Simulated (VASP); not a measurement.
Here is a VASP 6.6.1 calculation.

File INCAR:

```
ALGO = Normal ; EDIFF = 1E-6
ENCUT = 520 ; GGA = PE
ISIF = 2 ; ISMEAR = 0
LASPH = T ; LCHARG = F
LREAL = F ; LWAVE = F
NBANDS = 16 ; NELM = 100
PREC = Accurate ; SIGMA = 0.15
```

The input KPOINTS:

```
k-points
0
Gamma
  12 12 12
```

POSCAR

```
InSb
1.0
    0.0000000000      2.9799720000      3.4982280000
    2.9799720000      0.0000000000      3.4982280000
    2.9799720000      2.9799720000      0.0000000000
In Sb
1 1
Direct
    0.0000000000      0.0000000000      0.0000000000
    0.7500000000      0.7500000000      0.7500000000
```

Potentials or basis: VASP PAW PBE potentials, release 64 (In_d, Sb).

Launch:

```console
$ cat potpaw_PBE.64/In_d/POTCAR potpaw_PBE.64/Sb/POTCAR > POTCAR
$ mpirun -np 1 vasp_std > vasp.out
```

Predict the band gap on the k mesh.

zero (band 9 reaches 6.45 eV, above the bottom of band 10 at 6.44 eV).

What does it give for the pressure?

8.3 GPa.

Stress tensor (GPa, compression positive):
```
10.02  0.00  0.00
 0.00 10.02  0.00
 0.00  0.00  4.72
```

Caveat: the cell differs from its parent crystal (strain -0.080 along x and y, +0.080 along z); spin-orbit coupling is left out, which moves the levels of the heavy elements.
